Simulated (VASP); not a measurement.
# TaN (P3m1) in VASP: single point with PBE

Aim: the single point of TaN with PBE.

Program: VASP 6.6.1. These are calculated values, not measurements. Logs are shortened: lines on timing, memory, paths and dates and some standing lists are left out, and cuts for length are marked.

## 1. The cell of the first run

The structure is trigonal, space group P3m1 (No. 156). Conventional cell: a = 3.145 Å, b = 3.145 Å, c = 4.829 Å, α = 90.00°, β = 90.00°, γ = 120.00°. Within 2.6 Å of Ta (site symmetry 3m) lie 3 N at 1.98 Å. N (site symmetry 3m) has 3 Ta at 1.98 Å within 2.6 Å.

The cell was generated, and may not be a known phase.

## 2. Single point, PBE

Input file INCAR:

```
  PREC = Accurate
  ENCUT = 700
  EDIFF = 1E-6
  ISMEAR = 0
  SIGMA = 0.1
  LREAL = False
  LASPH = True
  NELM = 120
  ALGO = Normal
  ISIF = 2
  LWAVE = False
  LCHARG = False
  GGA = PE
  NBANDS = 16
  GGA_COMPAT = False
```

Input file KPOINTS:

```
regular mesh
0
Gamma
  6 6 4
```

Input file POSCAR:

```
TaN
1.0
    3.1451373700     -0.0000000036      0.0000000000
   -1.5725686819      2.7237688626      0.0000000000
    0.0000000000      0.0000000000      4.8287683951
Ta N
1 1
Direct
    0.3333333333      0.6666666667      0.8109056217
    0.6666666667      0.3333333333      0.6468860783
```

Potentials or basis: VASP PAW PBE potentials, release 64 (Ta_sv_GW, N).

Launch:

```console
> cat potpaw_PBE.64/Ta_sv_GW/POTCAR potpaw_PBE.64/N/POTCAR > POTCAR
> mpirun -np 1 vasp_std > vasp.out
```

OUTCAR:

```text
PREC = Accurate
   ENCUT = 700
   EDIFF = 1E-6
   ISMEAR = 0
   LREAL = False
   LASPH = True
   NELM = 120
   ISIF = 2
   GGA = PE

 ion  position               nearest neighbor table
   1  0.333  0.667  0.811-   2 1.98   2 1.98   2 1.98
   2  0.667  0.333  0.647-   1 1.98   1 1.98   1 1.98

  LATTYP: Found a hexagonal cell.
 ALAT       =     3.1451373700
 C/A-ratio  =     1.5353123972

  Lattice vectors:

 A1 = (   3.1451373700,  -0.0000000036,   0.0000000000)
 A2 = (  -1.5725686819,   2.7237688626,   0.0000000000)
 A3 = (   0.0000000000,   0.0000000000,   4.8287683951)

Analysis of symmetry for initial positions (statically):
=====================================================================
 Subroutine PRICEL returns:
 Original cell was already a primitive cell.

 Routine SETGRP: Setting up the symmetry group for a
 hexagonal supercell.

 Subroutine GETGRP returns: Found  6 space group operations
 (whereof  6 operations were pure point group operations)
 out of a pool of 24 trial point group operations.

The static configuration has the point symmetry C_3v.

Analysis of symmetry for dynamics (positions and initial velocities):
=====================================================================
 Subroutine PRICEL returns:
 Original cell was already a primitive cell.

 Routine SETGRP: Setting up the symmetry group for a
 hexagonal supercell.

 Subroutine GETGRP returns: Found  6 space group operations
 (whereof  6 operations were pure point group operations)
 out of a pool of 24 trial point group operations.

The dynamic configuration has the point symmetry C_3v.

 Subroutine INISYM returns: Found  6 space group operations
 (whereof  6 operations are pure point group operations),
 and found     1 'primitive' translations

----------------------------------------------------------------------------------------

                                     Primitive cell

  volume of cell :      41.3663

  direct lattice vectors                    reciprocal lattice vectors
     3.145137370 -0.000000004  0.000000000     0.317951136  0.183569174  0.000000000
    -1.572568682  2.723768863  0.000000000     0.000000000  0.367138348  0.000000000
     0.000000000  0.000000000  4.828768395     0.000000000  0.000000000  0.207092144

  length of vectors
     3.145137370  3.145137370  4.828768395     0.367138348  0.367138348  0.207092144

  position of ions in fractional coordinates (direct lattice)
     0.333333333  0.666666667  0.810905622
     0.666666667  0.333333333  0.646886078

  ion indices of the primitive-cell ions
   primitive index   ion index
                 1           1
                 2           2

----------------------------------------------------------------------------------------

 KPOINTS: regular mesh

Automatic generation of k-mesh.
 Grid dimensions read from file:
 generate k-points for:    6    6    4

 Generating k-lattice:

  Cartesian coordinates                     Fractional coordinates (reciprocal lattice)
     0.052991856  0.030594862  0.000000000     0.166666667  0.000000000  0.000000000
     0.000000000  0.061189725  0.000000000    -0.000000000  0.166666667  0.000000000
     0.000000000  0.000000000  0.051773036     0.000000000  0.000000000  0.250000000

  Length of vectors
     0.061189725  0.061189725  0.051773036

  Shift w.r.t. Gamma in fractional coordinates (k-lattice)
     0.000000000  0.000000000  0.000000000

 Subroutine IBZKPT returns following result:
 ===========================================

 Found     24 irreducible k-points:

 Following reciprocal coordinates:
            Coordinates               Weight
  0.000000  0.000000  0.000000      1.000000
  0.166667 -0.000000  0.000000      6.000000
  0.333333 -0.000000  0.000000      6.000000
  0.500000 -0.000000  0.000000      3.000000
  0.166667  0.166667  0.000000      6.000000
  0.333333  0.166667  0.000000     12.000000
[... 16 lines left out ...]
  0.333333  0.166667  0.500000     12.000000
  0.333333  0.333333  0.500000      2.000000
   k-points           NKPTS =     24   k-points in BZ     NKDIM =     24   number of bands    NBANDS=     16
   number of dos      NEDOS =    301   number of ions     NIONS =      2
   total plane-waves  NPLWV =  32928
   dimension x,y,z NGX =    28 NGY =   28 NGZ =   42
   dimension x,y,z NGXF=    56 NGYF=   56 NGZF=   84
   ions per type =               1   1
   NGX,Y,Z   is equivalent  to a cutoff of  14.80, 14.80, 14.46 a.u.
   NGXF,Y,Z  is equivalent  to a cutoff of  29.60, 29.60, 28.92 a.u.
 SYSTEM =  unknown system
   PREC   = accura    normal or accurate (medium, high low for compatibility)
   ISTART =      0    job   : 0-new  1-cont  2-samecut
   ICHARG =      2    charge: 1-file 2-atom 10-const
   ISPIN  =      1    spin polarized calculation?
   LNONCOLLINEAR =      F non collinear calculations
   LSORBIT =      F    spin-orbit coupling
   LASPH  =      T    aspherical Exc in radial PAW
   ENCUT  =  700.0 eV  51.45 Ry    7.17 a.u.   6.78  6.78 10.42*2*pi/ulx,y,z
   NELM   =    120;   NELMIN=  2; NELMDL= -5     # of ELM steps
   EDIFF  = 0.1E-05   stopping-criterion for ELM
   LREAL  =      F    real-space projection
[... 7 lines left out ...]
   TEBEG  =    0.0;   TEEND  =   0.0 temperature during run
   PSTRESS=    0.0 pullay stress
   NELECT =      18.0000    total number of electrons
   NUPDOWN=      -1.0000    fix difference up-down
   EMIN   =  10.00;   EMAX   =-10.00  energy-range for DOS
   EFERMI =   0.00;   METHOD = LEGACY
   ISMEAR =     0;   SIGMA  =   0.10  broadening in eV -4-tet -1-fermi 0-gaus
   EFERMI_NEDOS =   21; number of points for ismear=-14 and -15
   IALGO  =     38    algorithm
   IMIX   =      4    mixing-type and parameters
     AMIX     =   0.40;   BMIX     =  1.00
     AMIX_MAG =   1.60;   BMIX_MAG =  1.00
  volume/ion in A,a.u.               =      20.68       139.58
  Fermi-wavevector in a.u.,A,eV,Ry     =   1.240558  2.344314 20.939136  1.538983
  Thomas-Fermi vector in A             =   2.374993
   LORBIT       =      0    0 simple, 1 ext, 2 COOP (PROOUT), +10 PAW based schemes
   GGA     = PE    functional components
   LHFCALC =     F    Hartree Fock is set to
   AEXX    =    0.0000 exact exchange contribution
   IVDW    =     0    specifies the selected vdW correction
   LEPSILON=     F    determine dielectric tensor
   LRPA    =     F    only Hartree local field effects (RPA)
 non-spin polarized calculation
 Gauss-broadening in eV      SIGMA  =   0.10
  energy-cutoff  :      700.00
  volume of cell :       41.37
 maximum number of plane-waves:      1758
 NGX is ok and might be reduce to    28
   NGX = 13   NGY = 13   NGZ = 21

 number of electron      18.0000000 magnetization

 Free energy of the ion-electron system (eV)
  ---------------------------------------------------
  ext. energy  EPLUGINS =         0.00000000
  ---------------------------------------------------
  free energy    TOTEN  =       -22.63017293 eV

  energy without entropy =      -22.63017233  energy(sigma->0) =      -22.63017263

 E-fermi :   4.5998     XC(G=0):  -9.5207

 val. band max:        4.3003239950   @ k =   0.1667   0.1667   0.5000
 cond. band min:       4.9000001585   @ k =   0.1667   0.1667   0.5000
 fundamental gap:      0.5996761634
 Fermi energy:         4.5998157628

 k-point     1 :       0.0000    0.0000    0.0000
  band No.  band energies     occupation
      1     -64.3155      2.00000
      2     -30.8690      2.00000
      3     -30.5462      2.00000
      4     -30.5462      2.00000
      5     -11.3502      2.00000
      6      -1.0596      2.00000
[... 8 lines left out ...]
     15      11.6773      0.00000
     16      13.1439      0.00000

 k-point     2 :       0.1667   -0.0000    0.0000
  band No.  band energies     occupation
      1     -64.3073      2.00000
      2     -30.8538      2.00000
      3     -30.6994      2.00000
      4     -30.5811      2.00000
      5     -11.0439      2.00000
      6      -1.5430      2.00000
[... 8 lines left out ...]
     15      12.6939      0.00000
     16      13.9074      0.00000

 k-point     3 :       0.3333   -0.0000    0.0000
  band No.  band energies     occupation
      1     -64.2907      2.00000
      2     -31.0200      2.00000
      3     -30.7957      2.00000
      4     -30.6501      2.00000
      5     -10.5420      2.00000
      6      -1.8836      2.00000
[... 8 lines left out ...]
     15      13.2513      0.00000
     16      15.2651      0.00000

 k-point     4 :       0.5000   -0.0000    0.0000
  band No.  band energies     occupation
      1     -64.2824      2.00000
      2     -31.1634      2.00000
      3     -30.7776      2.00000
      4     -30.6843      2.00000
      5     -10.3552      2.00000
      6      -1.8697      2.00000
[... 8 lines left out ...]
     15      12.9004      0.00000
     16      15.8419      0.00000

 k-point     5 :       0.1667    0.1667    0.0000
  band No.  band energies     occupation
      1     -64.2949      2.00000
      2     -30.9241      2.00000
      3     -30.7996      2.00000
      4     -30.6625      2.00000
      5     -10.6410      2.00000
      6      -1.5871      2.00000
[... 8 lines left out ...]
     15      14.0391      0.00000
     16      14.4562      0.00000

 k-point     6 :       0.3333    0.1667    0.0000
  band No.  band energies     occupation
      1     -64.2824      2.00000
      2     -31.0916      2.00000
      3     -30.7790      2.00000
      4     -30.7605      2.00000
      5     -10.3136      2.00000
      6      -1.4061      2.00000
[... 8 lines left out ...]
     15      13.2760      0.00000
     16      15.4531      0.00000
[... 267 lines left out ...]
 k-point    21 :       0.5000   -0.0000    0.5000
  band No.  band energies     occupation
      1     -64.2824      2.00000
      2     -31.1632      2.00000
      3     -30.7787      2.00000
      4     -30.6842      2.00000
      5     -10.3531      2.00000
      6      -1.8913      2.00000
[... 8 lines left out ...]
     15      13.3386      0.00000
     16      13.7582      0.00000

 k-point    22 :       0.1667    0.1667    0.5000
  band No.  band energies     occupation
      1     -64.2949      2.00000
      2     -30.9242      2.00000
      3     -30.8007      2.00000
      4     -30.6624      2.00000
      5     -10.6292      2.00000
      6      -1.5178      2.00000
[... 8 lines left out ...]
     15      11.8377      0.00000
     16      16.1176      0.00000

 k-point    23 :       0.3333    0.1667    0.5000
  band No.  band energies     occupation
      1     -64.2824      2.00000
      2     -31.0914      2.00000
      3     -30.7799      2.00000
      4     -30.7606      2.00000
      5     -10.3110      2.00000
      6      -1.4136      2.00000
[... 8 lines left out ...]
     15      13.4287      0.00000
     16      14.5319      0.00000

 k-point    24 :       0.3333    0.3333    0.5000
  band No.  band energies     occupation
      1     -64.2783      2.00000
      2     -31.0385      2.00000
      3     -30.9108      2.00000
      4     -30.7677      2.00000
      5     -10.1874      2.00000
      6      -0.9290      2.00000
[... 8 lines left out ...]
     15      13.7310      0.00000
     16      14.1924      0.00000

------------------------ aborting loop because EDIFF is reached ----------------------------------------

  FORCE on cell =-STRESS in cart. coord.  units (eV):
  Direction    XX          YY          ZZ          XY          YZ          ZX
  --------------------------------------------------------------------------------------
  -------------------------------------------------------------------------------------
  Total        0.0462315      0.0462315      0.0631154     -0.0000000      0.0000000      0.0000000
  in kB        1.7906139      1.7906139      2.4445535     -0.0000000      0.0000000      0.0000000
  external PRESSURE =       2.0085937 kB  Pullay stress =       0.0000000 kB

 VOLUME and BASIS-vectors are now :
 -----------------------------------------------------------------------------
  energy-cutoff  :      700.00
  volume of cell :       41.37
      direct lattice vectors                 reciprocal lattice vectors
     3.145137370 -0.000000004  0.000000000     0.317951136  0.183569174  0.000000000
    -1.572568682  2.723768863  0.000000000     0.000000000  0.367138348  0.000000000
     0.000000000  0.000000000  4.828768395     0.000000000  0.000000000  0.207092144

 POSITION                                       TOTAL-FORCE (eV/Angst)
 -----------------------------------------------------------------------------------
      0.00000      1.81585      3.91568         0.000000      0.000000      0.053042
      1.57257      0.90792      3.12366        -0.000000      0.000000     -0.053042
 -----------------------------------------------------------------------------------
    total drift:                                0.000000     -0.000000      0.000762

  FREE ENERGIE OF THE ION-ELECTRON SYSTEM (eV)
  ---------------------------------------------------
  free  energy   TOTEN  =       -22.6301729320 eV

  energy  without entropy=      -22.6301723310  energy(sigma->0) =      -22.63017263
```

It took 14 s on 1 thread of Intel Xeon 6975P-C (Granite Rapids), shared host; peak memory 0.19 GiB.

What came out:

```yaml
Free_energy: -22.6302 eV
Pressure: 0.2 GPa
Largest_force: 0.053 eV/Å
Band_gap_on_the_k_mesh: 0.60 eV
```

Forces on the atoms (eV/Å):
```
Ta   0.000  0.000  0.053
N    0.000  0.000 -0.053
```

Caveat: spin-orbit coupling is left out, which moves the levels of the heavy elements. A k mesh can miss the band edges.
